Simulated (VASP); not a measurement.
Here is a VASP 6.6.1 calculation.

The input INCAR:

```
PREC     = Accurate       # precision mode
ENCUT    = 500            # plane-wave cutoff, eV
EDIFF    = 1E-6           # SCF threshold, eV
ISMEAR   = 0              # smearing method
SIGMA    = 0.02           # smearing width, eV
LREAL    = F              # projectors in reciprocal space
LASPH    = T              # aspherical terms in the spheres
NELM     = 120            # most SCF steps
ALGO     = Normal         # electronic algorithm
ISIF     = 2              # what is computed and relaxed
LWAVE    = F              # write WAVECAR
LCHARG   = F              # write CHGCAR
GGA      = PE             # functional
NBANDS   = 11             # bands
GGA_COMPAT= F
```

KPOINTS

```
regular mesh
0
Gamma
  8 8 8
```

File POSCAR:

```
Si
1.0
    0.0000000000      2.7348308347      2.7348308347
    2.7348308347      0.0000000000      2.7348308347
    2.7348308347      2.7348308347      0.0000000000
Si
2
Direct
    0.0000000000      0.0000000000      0.0000000000
    0.2500000000      0.2500000000      0.2500000000
```

Potentials or basis: VASP PAW PBE potentials, release 64 (Si).

Command:

```bash
$ cat potpaw_PBE.64/Si/POTCAR > POTCAR
$ mpirun -np 1 vasp_std > vasp.out
```

Estimate the band gap on the k mesh.

0.65 eV (least direct gap 2.56 eV).

What does it give for the pressure?

0.0 GPa.

Caveat: semilocal functionals underestimate gaps, and a narrow one can read as zero. A k mesh can miss the band edges.
